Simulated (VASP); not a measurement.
# Br (Fd-3m) in VASP: a series of runs, part 2 of 2

VASP 6.6.1. The steps go on from the part before.

### 3 Single point, PBE

This run uses another cell than the first one, of 42.95 Å³/atom.

Contents of INCAR:

```
SYSTEM = Br
ALGO = Normal
EDIFF = 1E-7
ENCUT = 520
GGA = PE
ISIF = 2
ISMEAR = -1
LASPH = .True.
LCHARG = .False.
LREAL = .False.
LWAVE = .False.
NBANDS = 14
NELM = 60
PREC = Accurate
SIGMA = 0.05
```

Contents of KPOINTS:

```
k-points
0
Gamma
  11 11 11
  0 0 0
```

Contents of POSCAR:

```
Br
1.0
    0.0000000000      3.5019060821      3.5019060821
    3.5019060821      0.0000000000      3.5019060821
    3.5019060821      3.5019060821      0.0000000000
Br
2
Direct
    0.0000000000      0.0000000000      0.0000000000
    0.2500000000      0.2500000000      0.2500000000
```

Potentials or basis: VASP PAW PBE potentials, release 64 (Br).

Launch:

```
$ cat potpaw_PBE.64/Br/POTCAR > POTCAR
$ mpirun -np 1 vasp_std > vasp.out
```

OUTCAR:

```text
SYSTEM = Br
   EDIFF = 1E-7
   ENCUT = 520
   GGA = PE
   ISIF = 2
   ISMEAR = -1
   LASPH = .True.
   LREAL = .False.
   NELM = 60
   PREC = Accurate

 ion  position               nearest neighbor table
   1  0.000  0.000  0.000-
   2  0.250  0.250  0.250-

  LATTYP: Found a face centered cubic cell.
 ALAT       =     7.0038121642

  Lattice vectors:

 A1 = (   0.0000000000,   3.5019060821,   3.5019060821)
 A2 = (   3.5019060821,   0.0000000000,   3.5019060821)
 A3 = (   3.5019060821,   3.5019060821,   0.0000000000)

Analysis of symmetry for initial positions (statically):
=====================================================================
 Subroutine PRICEL returns:
 Original cell was already a primitive cell.

 Routine SETGRP: Setting up the symmetry group for a
 face centered cubic supercell.

 Subroutine GETGRP returns: Found 48 space group operations
 (whereof 24 operations were pure point group operations)
 out of a pool of 48 trial point group operations.

The static configuration has the point symmetry T_d .
 The point group associated with its full space group is O_h .

Analysis of symmetry for dynamics (positions and initial velocities):
=====================================================================
 Subroutine PRICEL returns:
 Original cell was already a primitive cell.

 Routine SETGRP: Setting up the symmetry group for a
 face centered cubic supercell.

 Subroutine GETGRP returns: Found 48 space group operations
 (whereof 24 operations were pure point group operations)
 out of a pool of 48 trial point group operations.

The dynamic configuration has the point symmetry T_d .
 The point group associated with its full space group is O_h .

 Subroutine INISYM returns: Found 48 space group operations
 (whereof 24 operations are pure point group operations),
 and found     1 'primitive' translations

----------------------------------------------------------------------------------------

                                     Primitive cell

  volume of cell :      85.8902

  direct lattice vectors                    reciprocal lattice vectors
     0.000000000  3.501906082  3.501906082    -0.142779386  0.142779386  0.142779386
     3.501906082  0.000000000  3.501906082     0.142779386 -0.142779386  0.142779386
     3.501906082  3.501906082  0.000000000     0.142779386  0.142779386 -0.142779386

  length of vectors
     4.952443075  4.952443075  4.952443075     0.247301151  0.247301151  0.247301151

  position of ions in fractional coordinates (direct lattice)
     0.000000000  0.000000000  0.000000000
     0.250000000  0.250000000  0.250000000

  ion indices of the primitive-cell ions
   primitive index   ion index
                 1           1
                 2           2

----------------------------------------------------------------------------------------

 KPOINTS: k-points

Automatic generation of k-mesh.
 Grid dimensions read from file:
 generate k-points for:   11   11   11

 Generating k-lattice:

  Cartesian coordinates                     Fractional coordinates (reciprocal lattice)
    -0.012979944  0.012979944  0.012979944     0.090909091  0.000000000  0.000000000
     0.012979944 -0.012979944  0.012979944     0.000000000  0.090909091  0.000000000
     0.012979944  0.012979944 -0.012979944     0.000000000  0.000000000  0.090909091

  Length of vectors
[... 39 lines left out ...]
   total plane-waves  NPLWV =  64000
   dimension x,y,z NGX =    40 NGY =   40 NGZ =   40
   dimension x,y,z NGXF=    80 NGYF=   80 NGZF=   80
   ions per type =               2
   NGX,Y,Z   is equivalent  to a cutoff of  13.43, 13.43, 13.43 a.u.
   NGXF,Y,Z  is equivalent  to a cutoff of  26.85, 26.85, 26.85 a.u.
 SYSTEM =  Br
   PREC   = accura    normal or accurate (medium, high low for compatibility)
   ISTART =      0    job   : 0-new  1-cont  2-samecut
   ICHARG =      2    charge: 1-file 2-atom 10-const
   ISPIN  =      1    spin polarized calculation?
   LNONCOLLINEAR =      F non collinear calculations
   LSORBIT =      F    spin-orbit coupling
   LASPH  =      T    aspherical Exc in radial PAW
   ENCUT  =  520.0 eV  38.22 Ry    6.18 a.u.   9.21  9.21  9.21*2*pi/ulx,y,z
   NELM   =     60;   NELMIN=  2; NELMDL= -5     # of ELM steps
   EDIFF  = 0.1E-06   stopping-criterion for ELM
   LREAL  =      F    real-space projection
   EDIFFG = 0.1E-05   stopping-criterion for IOM
   NSW    =      0    number of steps for IOM
   IBRION =     -1    ionic relax: 0-MD 1-quasi-New 2-CG
   NFREE  =      0    steps in history (QN), initial steepest desc. (CG)
   ISIF   =      2    stress and relaxation
   ISYM   =      2    0-nonsym 1-usesym 2-fastsym
   POTIM  = 0.5000    time-step for ionic-motion
   TEBEG  =    0.0;   TEEND  =   0.0 temperature during run
   PSTRESS=    0.0 pullay stress
   NELECT =      14.0000    total number of electrons
   NUPDOWN=      -1.0000    fix difference up-down
   EMIN   =  10.00;   EMAX   =-10.00  energy-range for DOS
   EFERMI =   0.00;   METHOD = LEGACY
   ISMEAR =    -1;   SIGMA  =   0.05  broadening in eV -4-tet -1-fermi 0-gaus
   EFERMI_NEDOS =   21; number of points for ismear=-14 and -15
   IALGO  =     38    algorithm
   IMIX   =      4    mixing-type and parameters
     AMIX     =   0.40;   BMIX     =  1.00
     AMIX_MAG =   1.60;   BMIX_MAG =  1.00
  volume/ion in A,a.u.               =      42.95       289.81
  Fermi-wavevector in a.u.,A,eV,Ry     =   0.894272  1.689929 10.880886  0.799723
  Thomas-Fermi vector in A             =   2.016456
   LORBIT       =      0    0 simple, 1 ext, 2 COOP (PROOUT), +10 PAW based schemes
   GGA     = PE    functional components
   LHFCALC =     F    Hartree Fock is set to
   AEXX    =    0.0000 exact exchange contribution
   IVDW    =     0    specifies the selected vdW correction
   LEPSILON=     F    determine dielectric tensor
   LRPA    =     F    only Hartree local field effects (RPA)
 non-spin polarized calculation
  energy-cutoff  :      520.00
  volume of cell :       85.89
 maximum number of plane-waves:      2331
 NGX is ok and might be reduce to    40
   NGX = 19   NGY = 19   NGZ = 19

 number of electron      13.9999997 magnetization

 Free energy of the ion-electron system (eV)
  ---------------------------------------------------
  ext. energy  EPLUGINS =         0.00000000
  ---------------------------------------------------
  free energy    TOTEN  =        -2.02590347 eV

  energy without entropy =       -1.98380168  energy(sigma->0) =       -2.00485258

 E-fermi :  -1.3186     XC(G=0):  -6.7809

 val. band max:       -1.3213222047   @ k =  -0.2727   0.1818   0.0000
 cond. band min:      -1.3092690900   @ k =  -0.2727   0.3636   0.0909
 fundamental gap:      0.0120531148
 Fermi energy:        -1.3185964196

 k-point     1 :       0.0000    0.0000    0.0000
  band No.  band energies     occupation
      1     -16.3343      2.00000
      2     -14.3718      2.00000
      3      -3.9866      2.00000
      4      -3.9866      2.00000
      5      -3.9866      2.00000
      6      -2.1727      2.00000
      7      -2.1727      2.00000
      8      -2.1727      2.00000
      9       3.9144      0.00000
     10       7.8029      0.00000
     11       7.8029      0.00000
     12       9.1910      0.00000
     13       9.1910      0.00000
     14       9.1910      0.00000
[... 377 lines left out ...]
      1     -16.0835      2.00000
      2     -14.7088      2.00000
      3      -4.5645      2.00000
      4      -4.2096      2.00000
      5      -3.9449      2.00000
      6      -2.1035      2.00000
      7      -1.8526      1.99995
      8      -1.5000      1.94822
      9       5.2729      0.00000
     10       6.9411      0.00000
     11       7.2132      0.00000
     12       8.8551      0.00000
     13       9.6426      0.00000
     14      10.3764      0.00000

 [... further k-points ...]

------------------------ aborting loop because EDIFF is reached ----------------------------------------

  FORCE on cell =-STRESS in cart. coord.  units (eV):
  Direction    XX          YY          ZZ          XY          YZ          ZX
  --------------------------------------------------------------------------------------
  -------------------------------------------------------------------------------------
  Total        0.0050282      0.0050282      0.0050282     -0.0000000      0.0000000      0.0000000
  in kB        0.0937950      0.0937950      0.0937950     -0.0000000      0.0000000      0.0000000
  external PRESSURE =       0.0937950 kB  Pullay stress =       0.0000000 kB

 VOLUME and BASIS-vectors are now :
 -----------------------------------------------------------------------------
  energy-cutoff  :      520.00
  volume of cell :       85.89
      direct lattice vectors                 reciprocal lattice vectors
     0.000000000  3.501906082  3.501906082    -0.142779386  0.142779386  0.142779386
     3.501906082  0.000000000  3.501906082     0.142779386 -0.142779386  0.142779386
     3.501906082  3.501906082  0.000000000     0.142779386  0.142779386 -0.142779386

 POSITION                                       TOTAL-FORCE (eV/Angst)
 -----------------------------------------------------------------------------------
      0.00000      0.00000      0.00000         0.000000      0.000000      0.000000
      1.75095      1.75095      1.75095        -0.000000     -0.000000     -0.000000
 -----------------------------------------------------------------------------------
    total drift:                               -0.000000     -0.000000      0.000000

  FREE ENERGIE OF THE ION-ELECTRON SYSTEM (eV)
  ---------------------------------------------------
  free  energy   TOTEN  =        -2.0259034747 eV

  energy  without entropy=       -1.9838016836  energy(sigma->0) =       -2.00485258
```

OSZICAR:

```text
N       E                     dE             d eps       ncg     rms          rms(c)
DAV:   1     0.747676722947E+02    0.74768E+02   -0.53044E+03  1568   0.797E+02
DAV:   2     0.361822726823E+01   -0.71149E+02   -0.67327E+02  2382   0.143E+02
DAV:   3    -0.196832756520E+01   -0.55866E+01   -0.54855E+01  2006   0.423E+01
DAV:   4    -0.202372163732E+01   -0.55394E-01   -0.55354E-01  1994   0.521E+00
DAV:   5    -0.202431515583E+01   -0.59352E-03   -0.59347E-03  2078   0.517E-01    0.558E+00
DAV:   6    -0.202507808961E+01   -0.76293E-03   -0.94858E-04  2018   0.212E-01    0.339E+00
DAV:   7    -0.202590454207E+01   -0.82645E-03   -0.14000E-03  2048   0.274E-01    0.463E-02
DAV:   8    -0.202589883395E+01    0.57081E-05   -0.51960E-05  1898   0.381E-02    0.122E-02
DAV:   9    -0.202590274193E+01   -0.39080E-05   -0.62869E-06  2066   0.149E-02    0.467E-03
DAV:  10    -0.202590344546E+01   -0.70354E-06   -0.13699E-06  1880   0.990E-03    0.484E-03
DAV:  11    -0.202590347473E+01   -0.29270E-07   -0.13461E-07  1660   0.199E-03
   1 F= -.20259035E+01 E0= -.20048526E+01  d E =-.421018E-01
```

It took 85 s on 1 thread of Intel Xeon 8259CL, shared host; peak memory 0.25 GiB.

What came out:

```
Free energy            : -2.0259 eV
Pressure               : 0.0 GPa
Band gap on the k mesh : zero (bands 7 and 8 overlap by 1.18 eV)
```

Levels at points of the mesh, in eV from the Fermi level:
| k point | band 3 | band 4 | band 5 | band 6 | band 7 | band 8 | band 9 | band 10 | band 11 | band 12 |
| --- | --- | --- | --- | --- | --- | --- | --- | --- | --- | --- |
| (0.00, 0.00, 0.00) | -2.67 | -2.67 | -2.67 | -0.85 | -0.85 | -0.85 | 5.23 | 9.12 | 9.12 | 10.51 |

### 4 Relaxation of cell and atoms, PBE

This run uses another cell than the first one, of 34.01 Å³/atom.

Contents of INCAR:

```
ALGO = Normal
EDIFF = 1E-6
EDIFFG = -0.01
ENCUT = 600
GGA = PE
IBRION = 2
ISIF = 3
ISMEAR = -1
LASPH = True
LCHARG = False
LREAL = False
LWAVE = False
NELM = 80
NSW = 80
PREC = Accurate
SIGMA = 0.05
```

Contents of KPOINTS:

```
k-points
0
Gamma
  11 11 11
```

Contents of POSCAR:

```
Br
1.0
    0.0000000000      3.2400000000      3.2400000000
    3.2400000000      0.0000000000      3.2400000000
    3.2400000000      3.2400000000      0.0000000000
Br
2
Direct
    0.0000000000      0.0000000000      0.0000000000
    0.2500000000      0.2500000000      0.2500000000
```

Launch:

```
$ cat potpaw_PBE.64/Br/POTCAR > POTCAR
$ mpirun -np 1 vasp_std > vasp.out
```

Wall time 3.6 min (1 thread of Intel Xeon 8259CL, shared host); peak memory 0.27 GiB.

The run converged. Its results:

```
Free energy                           : -2.0255 eV
Relaxed volume                        : 43.03 Å³/atom
Relaxed cell                          : a = 4.956 Å, b = 4.956 Å, c = 4.956 Å, α = 60.00°, β = 60.00°, γ = 60.00°
Space group after relaxing (to 0.1 Å) : Fd-3m (No. 227)
Energy gained by relaxing             : 141.4 meV/atom
Ionic steps                           : 4
Pressure after relaxing               : 0.0 GPa
Band gap on the k mesh                : zero (bands 7 and 8 overlap by 1.17 eV)
```

Step by step:
```tsv
step	energy change (eV)	largest force (eV/Å)	pressure (GPa)	volume (Å³)
1	0.0000	0.0000	6.33	68.02
2	-0.2741	0.0000	0.79	82.14
3	-0.2817	0.0000	-0.24	87.37
4	-0.2828	0.0000	-0.02	86.07
```

Final structure:
```xyz
2
Lattice="0.0000 3.5043 3.5043 3.5043 0.0000 3.5043 3.5043 3.5043 0.0000" Properties=species:S:1:pos:R:3 pbc="T T T"
Br    0.0000    0.0000    0.0000
Br    1.7522    1.7522    1.7522
```

Levels at points of the mesh, in eV from the Fermi level:
```tsv
k point	band 4	band 5	band 6	band 7	band 8	band 9	band 10	band 11
(0.00, 0.00, 0.00)	-2.66	-2.66	-0.85	-0.85	-0.85	5.24	9.13	9.13
```

Caveat: the volume moved by over 15 % at a fixed basis, so the end points are rough.

### 5 Overview

```csv
task,cell,k mesh,cutoff (eV),gap on the mesh (eV),pressure (GPa)
single point,"a = 4.977 Å, angles 60.0°, 2 atoms",10 × 10 × 10,520,none,-0.2
single point,"a = 4.952 Å, angles 60.0°, 2 atoms",11 × 11 × 11,520,none,0.0
relaxation of cell and atoms,"relaxed from a = 4.582 Å, angles 60.0°, 2 atoms",11 × 11 × 11,600,none,0.0
```

Alike in all rows: level PBE; potentials or basis VASP PAW PBE potentials, release 64 (Br); no spin polarisation; smearing fermi-dirac 0.05 eV.

Caveats: the volume moved by over 15 % at a fixed basis, so the end points are rough (at least some runs).

Absolute energies hang on the potentials; compare differences alone.
